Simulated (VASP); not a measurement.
# Nb (Im-3m) in VASP: notebook

Runs on Nb. Level: PBE. Tasks: single point, relaxation of cell and atoms.

Program: VASP 6.6.1. These are calculated values, not measurements. Logs are shortened: lines on timing, memory, paths and dates and some standing lists are left out, and cuts for length are marked.

### Step 1. The cell of the first run

It takes space group Im-3m (No. 229, cubic). The conventional cell has a = 3.332 Å, b = 3.332 Å, c = 3.332 Å, α = 90.00°, β = 90.00°, γ = 90.00°. Nb (site symmetry m-3m) has 14 Nb at 2.89 to 3.33 Å within 3.8 Å.

### Step 2. Single point, PBE

INCAR

```
ALGO = Normal
EDIFF = 1E-6
ENCUT = 520
GGA = PE
ISIF = 2
ISMEAR = -1
LASPH = True
LCHARG = True
LELF = True
LREAL = False
LVHAR = True
LWAVE = False
NBANDS = 12
NELM = 100
PREC = Accurate
SIGMA = 0.08
```

KPOINTS

```
k-points
0
Gamma
  16 16 16
```

POSCAR

```
Nb
1.0
   -1.6661220320      1.6661220320      1.6661220320
    1.6661220320     -1.6661220320      1.6661220320
    1.6661220320      1.6661220320     -1.6661220320
Nb
1
Direct
    0.0000000000      0.0000000000      0.0000000000
```

Potentials or basis: VASP PAW PBE potentials, release 64 (Nb_sv).

The run is started by

```console
$ cat potpaw_PBE.64/Nb_sv/POTCAR > POTCAR
$ mpirun -np 1 vasp_std > vasp.out
```

OUTCAR:

```text
EDIFF = 1E-6
   ENCUT = 520
   GGA = PE
   ISIF = 2
   ISMEAR = -1
   LASPH = True
   LREAL = False
   NELM = 100
   PREC = Accurate

 ion  position               nearest neighbor table
   1  0.000  0.000  0.000-

  LATTYP: Found a body centered cubic cell.
 ALAT       =     3.3322440640

  Lattice vectors:

 A1 = (  -1.6661220320,   1.6661220320,   1.6661220320)
 A2 = (   1.6661220320,  -1.6661220320,   1.6661220320)
 A3 = (   1.6661220320,   1.6661220320,  -1.6661220320)

Analysis of symmetry for initial positions (statically):
=====================================================================
 Subroutine PRICEL returns:
 Original cell was already a primitive cell.

 Routine SETGRP: Setting up the symmetry group for a
 body centered cubic supercell.

 Subroutine GETGRP returns: Found 48 space group operations
 (whereof 48 operations were pure point group operations)
 out of a pool of 48 trial point group operations.

The static configuration has the point symmetry O_h .

Analysis of symmetry for dynamics (positions and initial velocities):
=====================================================================
 Subroutine PRICEL returns:
 Original cell was already a primitive cell.

 Routine SETGRP: Setting up the symmetry group for a
 body centered cubic supercell.

 Subroutine GETGRP returns: Found 48 space group operations
 (whereof 48 operations were pure point group operations)
 out of a pool of 48 trial point group operations.

The dynamic configuration has the point symmetry O_h .

 Subroutine INISYM returns: Found 48 space group operations
 (whereof 48 operations are pure point group operations),
 and found     1 'primitive' translations

----------------------------------------------------------------------------------------

                                     Primitive cell

  volume of cell :      18.5004

  direct lattice vectors                    reciprocal lattice vectors
    -1.666122032  1.666122032  1.666122032     0.000000000  0.300098066  0.300098066
     1.666122032 -1.666122032  1.666122032     0.300098066  0.000000000  0.300098066
     1.666122032  1.666122032 -1.666122032     0.300098066  0.300098066  0.000000000

  length of vectors
     2.885808011  2.885808011  2.885808011     0.424402755  0.424402755  0.424402755

[... 75 lines left out ...]
   LASPH  =      T    aspherical Exc in radial PAW
   ENCUT  =  520.0 eV  38.22 Ry    6.18 a.u.   5.37  5.37  5.37*2*pi/ulx,y,z
   NELM   =    100;   NELMIN=  2; NELMDL= -5     # of ELM steps
   EDIFF  = 0.1E-05   stopping-criterion for ELM
   LREAL  =      F    real-space projection
[... 7 lines left out ...]
   TEBEG  =    0.0;   TEEND  =   0.0 temperature during run
   PSTRESS=    0.0 pullay stress
   NELECT =      13.0000    total number of electrons
   NUPDOWN=      -1.0000    fix difference up-down
   EMIN   =  10.00;   EMAX   =-10.00  energy-range for DOS
   EFERMI =   0.00;   METHOD = LEGACY
   ISMEAR =    -1;   SIGMA  =   0.08  broadening in eV -4-tet -1-fermi 0-gaus
   EFERMI_NEDOS =   21; number of points for ismear=-14 and -15
   IALGO  =     38    algorithm
   IMIX   =      4    mixing-type and parameters
     AMIX     =   0.40;   BMIX     =  1.00
     AMIX_MAG =   1.60;   BMIX_MAG =  1.00
  volume/ion in A,a.u.               =      18.50       124.85
  Fermi-wavevector in a.u.,A,eV,Ry     =   1.455445  2.750392 28.821497  2.118320
  Thomas-Fermi vector in A             =   2.572479
   LORBIT       =      0    0 simple, 1 ext, 2 COOP (PROOUT), +10 PAW based schemes
   GGA     = PE    functional components
   LHFCALC =     F    Hartree Fock is set to
   AEXX    =    0.0000 exact exchange contribution
   IVDW    =     0    specifies the selected vdW correction
   LEPSILON=     F    determine dielectric tensor
   LRPA    =     F    only Hartree local field effects (RPA)
 non-spin polarized calculation
  energy-cutoff  :      520.00
  volume of cell :       18.50
 maximum number of plane-waves:       531
 NGX is ok and might be reduce to    24
   NGX = 11   NGY = 11   NGZ = 11

 number of electron      12.9999999 magnetization

 Free energy of the ion-electron system (eV)
  ---------------------------------------------------
  ext. energy  EPLUGINS =         0.00000000
  ---------------------------------------------------
  free energy    TOTEN  =       -10.22848593 eV

  energy without entropy =      -10.19650448  energy(sigma->0) =      -10.21249520

 E-fermi :  10.8246     XC(G=0): -12.3616

 val. band max:       10.8231143091   @ k =   0.3125   0.1875   0.0000
 cond. band min:      10.8305983763   @ k =   0.1250   0.0000   0.0000
 fundamental gap:      0.0074840672
 Fermi energy:        10.8245578249

 k-point     1 :       0.0000    0.0000    0.0000
  band No.  band energies     occupation
      1     -43.5888      2.00000
      2     -18.9413      2.00000
      3     -18.9413      2.00000
      4     -18.9413      2.00000
      5       4.9150      2.00000
      6      11.1859      0.02162
      7      11.1859      0.02162
      8      11.1859      0.02162
      9      14.0073      0.00000
     10      14.0073      0.00000
     11      24.9538      0.00000
     12      24.9538      0.00000
[... 331 lines left out ...]
 k-point    24 :       0.2500    0.1875    0.0000
  band No.  band energies     occupation
      1     -43.3943      2.00000
      2     -19.9200      2.00000
      3     -19.3449      2.00000
      4     -19.0490      2.00000
      5       8.1322      2.00000
      6       9.5810      2.00000
      7      10.3770      1.99259
      8      13.4540      0.00000
      9      14.7340      0.00000
     10      16.5362      0.00000
     11      23.5792      0.00000
     12      25.1637      0.00000

 [... further k-points ...]

------------------------ aborting loop because EDIFF is reached ----------------------------------------

  FORCE on cell =-STRESS in cart. coord.  units (eV):
  Direction    XX          YY          ZZ          XY          YZ          ZX
  --------------------------------------------------------------------------------------
  -------------------------------------------------------------------------------------
  Total       -0.4184930     -0.4184930     -0.4184930     -0.0000000      0.0000000     -0.0000000
  in kB      -36.2425208    -36.2425208    -36.2425208     -0.0000000      0.0000000     -0.0000000
  external PRESSURE =     -36.2425208 kB  Pullay stress =       0.0000000 kB

 VOLUME and BASIS-vectors are now :
 -----------------------------------------------------------------------------
  energy-cutoff  :      520.00
  volume of cell :       18.50
      direct lattice vectors                 reciprocal lattice vectors
    -1.666122032  1.666122032  1.666122032     0.000000000  0.300098066  0.300098066
     1.666122032 -1.666122032  1.666122032     0.300098066  0.000000000  0.300098066
     1.666122032  1.666122032 -1.666122032     0.300098066  0.300098066  0.000000000

 POSITION                                       TOTAL-FORCE (eV/Angst)
 -----------------------------------------------------------------------------------
      0.00000      0.00000      0.00000         0.000000      0.000000      0.000000
 -----------------------------------------------------------------------------------
    total drift:                                0.000000      0.000000      0.000000

  FREE ENERGIE OF THE ION-ELECTRON SYSTEM (eV)
  ---------------------------------------------------
  free  energy   TOTEN  =       -10.2284859333 eV

  energy  without entropy=      -10.1965044767  energy(sigma->0) =      -10.21249520
```

OSZICAR:

```text
N       E                     dE             d eps       ncg     rms          rms(c)
DAV:   1     0.116954226557E+03    0.11695E+03   -0.73333E+03  3520   0.109E+03
DAV:   2    -0.573947306270E+01   -0.12269E+03   -0.11820E+03  3780   0.387E+02
DAV:   3    -0.103491280815E+02   -0.46097E+01   -0.43855E+01  4984   0.665E+01
DAV:   4    -0.106629212516E+02   -0.31379E+00   -0.31199E+00  5004   0.157E+01
DAV:   5    -0.106717662117E+02   -0.88450E-02   -0.88418E-02  4952   0.216E+00    0.685E+00
DAV:   6    -0.102688650570E+02    0.40290E+00   -0.61524E-01  5544   0.992E+00    0.236E+00
DAV:   7    -0.102233127282E+02    0.45552E-01   -0.18056E-01  5768   0.533E+00    0.951E-01
DAV:   8    -0.102284300445E+02   -0.51173E-02   -0.12276E-02  4120   0.145E+00    0.396E-02
DAV:   9    -0.102284756900E+02   -0.45645E-04   -0.92165E-04  5508   0.283E-01    0.396E-02
DAV:  10    -0.102284926597E+02   -0.16970E-04   -0.27511E-05  4048   0.671E-02    0.142E-02
DAV:  11    -0.102284862699E+02    0.63898E-05   -0.54485E-06  4676   0.390E-02    0.266E-03
DAV:  12    -0.102284859333E+02    0.33659E-06   -0.18390E-07  2328   0.600E-03
   1 F= -.10228486E+02 E0= -.10212495E+02  d E =-.319815E-01
```

Wall time 19 s (1 thread of Intel Xeon 6975P-C, shared host); peak memory 0.16 GiB.

What came out:

| Quantity | Value |
| --- | --- |
| Free energy | -10.2285 eV |
| Pressure | -3.6 GPa |

### Step 3. Single point, PBE

INCAR

```
SYSTEM = Nb
PREC = Accurate
ENCUT = 520
EDIFF = 1E-6
ISMEAR = -1
SIGMA = 0.08
LREAL = .FALSE.
LASPH = .TRUE.
NELM = 80
ALGO = Normal
ISIF = 2
LWAVE = .FALSE.
LCHARG = .TRUE.
GGA = PE
LELF = .TRUE.
LVHAR = .TRUE.
NBANDS = 12
```

KPOINTS

```
regular mesh
0
G
  16 16 16
  0 0 0
```

POSCAR is that of step 2.

Potentials or basis: VASP PAW PBE potentials, release 64 (Nb_sv).

The run is started by

```console
$ cat potpaw_PBE.64/Nb_sv/POTCAR > POTCAR
$ mpirun -np 1 vasp_std > vasp.out
```

OUTCAR:

```text
SYSTEM = Nb
   PREC = Accurate
   ENCUT = 520
   EDIFF = 1E-6
   ISMEAR = -1
   LREAL = .FALSE.
   LASPH = .TRUE.
   NELM = 80
   ISIF = 2
   GGA = PE

 ion  position               nearest neighbor table
   1  0.000  0.000  0.000-

  LATTYP: Found a body centered cubic cell.
 ALAT       =     3.3322440640

  Lattice vectors:

 A1 = (  -1.6661220320,   1.6661220320,   1.6661220320)
 A2 = (   1.6661220320,  -1.6661220320,   1.6661220320)
 A3 = (   1.6661220320,   1.6661220320,  -1.6661220320)

Analysis of symmetry for initial positions (statically):
=====================================================================
 Subroutine PRICEL returns:
 Original cell was already a primitive cell.

 Routine SETGRP: Setting up the symmetry group for a
 body centered cubic supercell.

 Subroutine GETGRP returns: Found 48 space group operations
 (whereof 48 operations were pure point group operations)
 out of a pool of 48 trial point group operations.

The static configuration has the point symmetry O_h .

Analysis of symmetry for dynamics (positions and initial velocities):
=====================================================================
 Subroutine PRICEL returns:
 Original cell was already a primitive cell.

 Routine SETGRP: Setting up the symmetry group for a
 body centered cubic supercell.

 Subroutine GETGRP returns: Found 48 space group operations
 (whereof 48 operations were pure point group operations)
 out of a pool of 48 trial point group operations.

The dynamic configuration has the point symmetry O_h .

 Subroutine INISYM returns: Found 48 space group operations
 (whereof 48 operations are pure point group operations),
 and found     1 'primitive' translations

----------------------------------------------------------------------------------------
[... 114 lines left out ...]
  Thomas-Fermi vector in A             =   2.572479
   LORBIT       =      0    0 simple, 1 ext, 2 COOP (PROOUT), +10 PAW based schemes
   GGA     = PE    functional components
   LHFCALC =     F    Hartree Fock is set to
   AEXX    =    0.0000 exact exchange contribution
   IVDW    =     0    specifies the selected vdW correction
   LEPSILON=     F    determine dielectric tensor
   LRPA    =     F    only Hartree local field effects (RPA)
 non-spin polarized calculation
  energy-cutoff  :      520.00
  volume of cell :       18.50
 maximum number of plane-waves:       531
 NGX is ok and might be reduce to    24
   NGX = 11   NGY = 11   NGZ = 11

 number of electron      12.9999999 magnetization

 Free energy of the ion-electron system (eV)
  ---------------------------------------------------
  ext. energy  EPLUGINS =         0.00000000
  ---------------------------------------------------
  free energy    TOTEN  =       -10.22848593 eV

  energy without entropy =      -10.19650448  energy(sigma->0) =      -10.21249520

 E-fermi :  10.8246     XC(G=0): -12.3616

 val. band max:       10.8231143091   @ k =   0.3125   0.1875   0.0000
 cond. band min:      10.8305983763   @ k =   0.1250   0.0000   0.0000
 fundamental gap:      0.0074840672
 Fermi energy:        10.8245578249

 k-point     1 :       0.0000    0.0000    0.0000
  band No.  band energies     occupation
      1     -43.5888      2.00000
      2     -18.9413      2.00000
      3     -18.9413      2.00000
      4     -18.9413      2.00000
      5       4.9150      2.00000
      6      11.1859      0.02162
      7      11.1859      0.02162
      8      11.1859      0.02162
      9      14.0073      0.00000
     10      14.0073      0.00000
     11      24.9538      0.00000
     12      24.9538      0.00000
[... 331 lines left out ...]
 k-point    24 :       0.2500    0.1875    0.0000
  band No.  band energies     occupation
      1     -43.3943      2.00000
      2     -19.9200      2.00000
      3     -19.3449      2.00000
      4     -19.0490      2.00000
      5       8.1322      2.00000
      6       9.5810      2.00000
      7      10.3770      1.99259
      8      13.4540      0.00000
      9      14.7340      0.00000
     10      16.5362      0.00000
     11      23.5792      0.00000
     12      25.1637      0.00000

 [... further k-points ...]

------------------------ aborting loop because EDIFF is reached ----------------------------------------

  FORCE on cell =-STRESS in cart. coord.  units (eV):
  Direction    XX          YY          ZZ          XY          YZ          ZX
  --------------------------------------------------------------------------------------
  -------------------------------------------------------------------------------------
  Total       -0.4184930     -0.4184930     -0.4184930     -0.0000000      0.0000000     -0.0000000
  in kB      -36.2425208    -36.2425208    -36.2425208     -0.0000000      0.0000000     -0.0000000
  external PRESSURE =     -36.2425208 kB  Pullay stress =       0.0000000 kB

 VOLUME and BASIS-vectors are now :
 -----------------------------------------------------------------------------
  energy-cutoff  :      520.00
  volume of cell :       18.50
      direct lattice vectors                 reciprocal lattice vectors
    -1.666122032  1.666122032  1.666122032     0.000000000  0.300098066  0.300098066
     1.666122032 -1.666122032  1.666122032     0.300098066  0.000000000  0.300098066
     1.666122032  1.666122032 -1.666122032     0.300098066  0.300098066  0.000000000

 POSITION                                       TOTAL-FORCE (eV/Angst)
 -----------------------------------------------------------------------------------
      0.00000      0.00000      0.00000         0.000000      0.000000      0.000000
 -----------------------------------------------------------------------------------
    total drift:                                0.000000      0.000000      0.000000

  FREE ENERGIE OF THE ION-ELECTRON SYSTEM (eV)
  ---------------------------------------------------
  free  energy   TOTEN  =       -10.2284859333 eV

  energy  without entropy=      -10.1965044767  energy(sigma->0) =      -10.21249520
```

OSZICAR:

```text
N       E                     dE             d eps       ncg     rms          rms(c)
DAV:   1     0.116954226557E+03    0.11695E+03   -0.73333E+03  3520   0.109E+03
DAV:   2    -0.573947306270E+01   -0.12269E+03   -0.11820E+03  3780   0.387E+02
DAV:   3    -0.103491280815E+02   -0.46097E+01   -0.43855E+01  4984   0.665E+01
DAV:   4    -0.106629212516E+02   -0.31379E+00   -0.31199E+00  5004   0.157E+01
DAV:   5    -0.106717662117E+02   -0.88450E-02   -0.88418E-02  4952   0.216E+00    0.685E+00
DAV:   6    -0.102688650570E+02    0.40290E+00   -0.61524E-01  5544   0.992E+00    0.236E+00
DAV:   7    -0.102233127282E+02    0.45552E-01   -0.18056E-01  5768   0.533E+00    0.951E-01
DAV:   8    -0.102284300445E+02   -0.51173E-02   -0.12276E-02  4120   0.145E+00    0.396E-02
DAV:   9    -0.102284756900E+02   -0.45645E-04   -0.92165E-04  5508   0.283E-01    0.396E-02
DAV:  10    -0.102284926597E+02   -0.16970E-04   -0.27511E-05  4048   0.671E-02    0.142E-02
DAV:  11    -0.102284862699E+02    0.63898E-05   -0.54485E-06  4676   0.390E-02    0.266E-03
DAV:  12    -0.102284859333E+02    0.33659E-06   -0.18390E-07  2328   0.600E-03
   1 F= -.10228486E+02 E0= -.10212495E+02  d E =-.319815E-01
```

Run time: 19 s. Hardware: 1 thread of Intel Xeon 6975P-C, shared host; peak memory 0.16 GiB.

What came out:

* Free energy: -10.2285 eV
* Pressure: -3.6 GPa

Levels at points of the mesh, in eV from the Fermi level:
```tsv
k point	band 2	band 3	band 4	band 5	band 6	band 7	band 8	band 9	band 10	band 11
(0.00, 0.00, 0.00)	-29.77	-29.77	-29.77	-5.91	0.36	0.36	0.36	3.18	3.18	14.13
(0.50, 0.00, 0.00)	-31.01	-30.16	-29.78	-3.63	-1.59	2.14	3.20	3.86	6.15	11.52
(0.50, 0.50, 0.50)	-30.62	-30.62	-30.62	-3.58	-3.58	5.41	5.41	5.41	8.83	8.83
```

[end of part 1 of 2]
